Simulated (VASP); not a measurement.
The system is Cs2AgBiBr6.

```
Bi Cs Ag Br
1.0
     0.00000    5.61610    5.61610
     5.61610    0.00000    5.61610
     5.61610    5.61610    0.00000
Bi Cs Ag Br
1 2 1 6
Cartesian
  0.0000 0.0000 0.0000
  8.4242 8.4242 8.4242
  2.8081 2.8081 2.8081
  5.6161 5.6161 5.6161
  5.6161 5.6161 8.4180
  5.6161 5.6161 2.8142
  2.8142 5.6161 5.6161
  5.6161 8.4180 5.6161
  8.4180 5.6161 5.6161
  5.6161 2.8142 5.6161
```

Base run:

* Program: VASP 6.6.1
* Functional: PBEsol
* Potentials or basis: VASP PAW PBE potentials, release 64 (Bi_d, Cs_sv, Ag, Br)
* Cutoff: 520 eV
* k mesh: 4 × 4 × 4
* Occupations: fermi-dirac, width 0.05 eV
* Spin: no spin polarisation
* Hubbard terms: Ag d U = 6.0 eV

Its results: band gap on the k mesh 1.63 eV (least direct gap 2.63 eV); pressure -0.1 GPa; largest force 0.267 eV/Å.

Q: The run is repeated on the same cell with these changes: hubbard terms from Ag d U = 6.0 eV to Ag d U = 4.0 eV. What comes out?

A: Band gap on the k mesh 1.50 eV (least direct gap 2.62 eV); pressure 0.0 GPa; largest force 0.273 eV/Å.

Caveats: the PAW data sets were made with another functional, which shifts forces and pressure a little; spin-orbit coupling is left out, which moves the levels of the heavy elements.

A k mesh can miss the band edges.
